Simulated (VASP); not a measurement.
# GaP (F-43m) in VASP: further runs, part 2 of 2

VASP 6.6.1. Earlier steps stand in the parts before.

## 3. Single point, PBE (volume 21.411 Å^3 an atom, c/a of the conventional cell 1.0000)

Contents of INCAR:

```
SYSTEM = GaP
PREC = Accurate
ENCUT = 520
EDIFF = 1E-7
ISMEAR = 0
SIGMA = 0.05
LREAL = .FALSE.
LASPH = .TRUE.
NELM = 100
ALGO = Normal
ISIF = 2
LWAVE = .FALSE.
LCHARG = .FALSE.
GGA = PE
NBANDS = 16
```

Contents of KPOINTS:

```
regular mesh
0
G
  10 10 10
  0 0 0
```

Contents of POSCAR:

```
GaP
1.0
    0.0000000000      2.7768067124      2.7768067124
    2.7768067124      0.0000000000      2.7768067124
    2.7768067124      2.7768067124      0.0000000000
Ga P
1 1
Direct
    0.0000000000      0.0000000000      0.0000000000
    0.7500000000      0.7500000000      0.7500000000
```

Potentials or basis: VASP PAW PBE potentials, release 64 (Ga_d, P).

On the command line:

```sh
$ cat potpaw_PBE.64/Ga_d/POTCAR potpaw_PBE.64/P/POTCAR > POTCAR
$ mpirun -np 1 vasp_std > vasp.out
```

OUTCAR:

```text
SYSTEM = GaP
   PREC = Accurate
   ENCUT = 520
   EDIFF = 1E-7
   ISMEAR = 0
   LREAL = .FALSE.
   LASPH = .TRUE.
   NELM = 100
   ISIF = 2
   GGA = PE

 ion  position               nearest neighbor table
   1  0.000  0.000  0.000-   2 2.40   2 2.40   2 2.40   2 2.40
   2  0.750  0.750  0.750-   1 2.40   1 2.40   1 2.40   1 2.40

  LATTYP: Found a face centered cubic cell.
 ALAT       =     5.5536134248

  Lattice vectors:

 A1 = (   0.0000000000,   2.7768067124,   2.7768067124)
 A2 = (   2.7768067124,   0.0000000000,   2.7768067124)
 A3 = (   2.7768067124,   2.7768067124,   0.0000000000)

Analysis of symmetry for initial positions (statically):
=====================================================================
 Subroutine PRICEL returns:
 Original cell was already a primitive cell.

 Routine SETGRP: Setting up the symmetry group for a
 face centered cubic supercell.

 Subroutine GETGRP returns: Found 24 space group operations
 (whereof 24 operations were pure point group operations)
 out of a pool of 48 trial point group operations.

[... 157 lines left out ...]
  ext. energy  EPLUGINS =         0.00000000
  ---------------------------------------------------
  free energy    TOTEN  =        -9.12116839 eV

  energy without entropy =       -9.12116839  energy(sigma->0) =       -9.12116839

 E-fermi :   4.3402     XC(G=0):  -9.5795

 val. band max:        4.0945810511   @ k =   0.0000   0.0000   0.0000
 cond. band min:       5.4611646233   @ k =   0.0000   0.0000   0.0000
 fundamental gap:      1.3665835723
 Fermi energy:         4.3401658626

 k-point     1 :       0.0000    0.0000    0.0000
  band No.  band energies     occupation
      1     -10.3717      2.00000
      2     -10.3717      2.00000
      3     -10.3717      2.00000
      4     -10.2881      2.00000
      5     -10.2881      2.00000
      6      -7.9884      2.00000
[... 433 lines left out ...]
      3     -10.3306      2.00000
      4     -10.3074      2.00000
      5     -10.2746      2.00000
      6      -6.1579      2.00000
[... 8 lines left out ...]
     15      15.7257      0.00000
     16      17.4461      0.00000

 [... further k-points ...]
[... 5 lines left out ...]
  --------------------------------------------------------------------------------------
  -------------------------------------------------------------------------------------
  Total       -0.4968132     -0.4968132     -0.4968132      0.0000000      0.0000000     -0.0000000
  in kB      -18.5881758    -18.5881758    -18.5881758      0.0000000      0.0000000     -0.0000000
  external PRESSURE =     -18.5881758 kB  Pullay stress =       0.0000000 kB

 VOLUME and BASIS-vectors are now :
 -----------------------------------------------------------------------------
  energy-cutoff  :      520.00
  volume of cell :       42.82
      direct lattice vectors                 reciprocal lattice vectors
     0.000000000  2.776806712  2.776806712    -0.180062947  0.180062947  0.180062947
     2.776806712  0.000000000  2.776806712     0.180062947 -0.180062947  0.180062947
     2.776806712  2.776806712  0.000000000     0.180062947  0.180062947 -0.180062947

 POSITION                                       TOTAL-FORCE (eV/Angst)
 -----------------------------------------------------------------------------------
      0.00000      0.00000      0.00000        -0.000000     -0.000000     -0.000000
      4.16521      4.16521      4.16521         0.000000      0.000000      0.000000
 -----------------------------------------------------------------------------------
    total drift:                               -0.000002     -0.000002     -0.000002

  FREE ENERGIE OF THE ION-ELECTRON SYSTEM (eV)
  ---------------------------------------------------
  free  energy   TOTEN  =        -9.1211683939 eV

  energy  without entropy=       -9.1211683939  energy(sigma->0) =       -9.12116839
```

OSZICAR:

```text
N       E                     dE             d eps       ncg     rms          rms(c)
DAV:   1     0.803478664213E+02    0.80348E+02   -0.89915E+03  1552   0.158E+03
DAV:   2    -0.306368454162E+01   -0.83412E+02   -0.79652E+02  1728   0.309E+02
DAV:   3    -0.927342148654E+01   -0.62097E+01   -0.61900E+01  1816   0.651E+01
DAV:   4    -0.937239898428E+01   -0.98977E-01   -0.98951E-01  1952   0.893E+00
DAV:   5    -0.937436271175E+01   -0.19637E-02   -0.19637E-02  1872   0.111E+00    0.399E+00
DAV:   6    -0.914296497679E+01    0.23140E+00   -0.37676E-01  2304   0.983E+00    0.261E+00
DAV:   7    -0.912023657598E+01    0.22728E-01   -0.84760E-02  1992   0.187E+00    0.107E+00
DAV:   8    -0.912060477708E+01   -0.36820E-03   -0.12495E-02  1744   0.133E+00    0.156E-01
DAV:   9    -0.912101237985E+01   -0.40760E-03   -0.12965E-03  1920   0.511E-01    0.852E-02
DAV:  10    -0.912109175156E+01   -0.79372E-04   -0.11104E-04  2248   0.102E-01    0.442E-02
DAV:  11    -0.912116845531E+01   -0.76704E-04   -0.10752E-04  1800   0.859E-02    0.539E-03
DAV:  12    -0.912116804235E+01    0.41295E-06   -0.30660E-06  1848   0.220E-02    0.251E-03
DAV:  13    -0.912116835092E+01   -0.30857E-06   -0.83116E-07  1984   0.755E-03    0.191E-03
DAV:  14    -0.912116839387E+01   -0.42955E-07   -0.36991E-08  1552   0.153E-03
   1 F= -.91211684E+01 E0= -.91211684E+01  d E =-.281988E-14
```

Wall time 37 s (1 thread of AMD EPYC 9R45 (Zen 5), shared host); peak memory 0.15 GiB.

What came out:

| Item | Value |
| --- | --- |
| Free energy | -9.1212 eV |
| Pressure | -1.9 GPa |
| Band gap on the k mesh | 1.37 eV, direct |

Levels at points of the mesh, in eV from the valence-band top:
| k point | band 7 | band 8 | band 9 | band 10 | band 11 | band 12 |
| --- | --- | --- | --- | --- | --- | --- |
| (0.00, 0.00, 0.00) | 0.00 | 0.00 | 0.00 | 1.37 | 3.90 | 3.90 |
| (0.50, 0.00, 0.00) | -6.32 | -1.04 | -1.04 | 1.50 | 4.73 | 4.73 |
| (0.50, 0.50, 0.00) | -6.50 | -2.49 | -2.49 | 1.77 | 1.86 | 10.18 |

 A k mesh can miss the band edges.

## 4. Single point, PBE (volume 21.967 Å^3 an atom, c/a of the conventional cell 1.0000)

Contents of INCAR:

```
SYSTEM = GaP
PREC = Accurate
ENCUT = 520
EDIFF = 1E-7
ISMEAR = 0
SIGMA = 0.05
LREAL = .False.
LASPH = .True.
NELM = 80
ALGO = Normal
ISIF = 2
LWAVE = .False.
LCHARG = .False.
GGA = PE
NBANDS = 16
```

Contents of KPOINTS:

```
regular mesh
0
Gamma
  10 10 10
  0 0 0
```

Contents of POSCAR:

```
GaP
1.0
    0.0000000000      2.8006376099      2.8006376099
    2.8006376099      0.0000000000      2.8006376099
    2.8006376099      2.8006376099      0.0000000000
Ga P
1 1
Direct
    0.0000000000      0.0000000000      0.0000000000
    0.7500000000      0.7500000000      0.7500000000
```

On the command line:

```sh
$ cat potpaw_PBE.64/Ga_d/POTCAR potpaw_PBE.64/P/POTCAR > POTCAR
$ mpirun -np 1 vasp_std > vasp.out
```

Wall time 38 s (1 thread of AMD EPYC 9R45 (Zen 5), shared host); peak memory 0.15 GiB.

The run converged. Its results:

- Free energy: -9.1025 eV
- Pressure: -3.5 GPa
- Band gap on the k mesh: 1.16 eV, direct

Levels at points of the mesh, in eV from the valence-band top:
| k point | band 5 | band 6 | band 7 | band 8 | band 9 | band 10 | band 11 | band 12 | band 13 | band 14 |
| --- | --- | --- | --- | --- | --- | --- | --- | --- | --- | --- |
| (0.00, 0.00, 0.00) | -14.36 | -11.91 | 0.00 | 0.00 | 0.00 | 1.16 | 3.90 | 3.90 | 3.90 | 8.46 |
| (0.50, 0.00, 0.00) | -14.35 | -10.10 | -6.19 | -1.00 | -1.00 | 1.43 | 4.73 | 4.73 | 8.10 | 10.33 |
| (0.50, 0.50, 0.00) | -14.34 | -9.31 | -6.39 | -2.41 | -2.41 | 1.82 | 1.88 | 9.98 | 9.98 | 10.48 |

 A k mesh can miss the band edges.

## 5. Summary

```tsv
cell	gap on the mesh (eV)	pressure (GPa)
a = 3.893 Å, angles 60.0°, 2 atoms	1.58	0.0
a = 3.927 Å, angles 60.0°, 2 atoms	1.37	-1.9
a = 3.961 Å, angles 60.0°, 2 atoms	1.16	-3.5
```

Alike in all rows: task single point; level PBE; potentials or basis VASP PAW PBE potentials, release 64 (Ga_d, P); no spin polarisation; k mesh 10 × 10 × 10; cutoff (eV) 520; smearing gaussian 0.05 eV.

Absolute energies hang on the potentials; compare differences alone.

## 6. How close it comes

Step 2. Against the measured gap of GaP, 2.34 eV (indirect; 10 K; quoted in “Stacking defects in GaP nanowires: Electronic structure and optical properties”, 2018, arxiv:1810.01194), the calculated 1.58 eV is off by -0.76 eV. Spin-orbit coupling on Ga is left out. The value is that of PBE on a finite k mesh, which can miss the band edges, without temperature or zero-point motion. Semilocal functionals fall short of measured gaps as a rule.
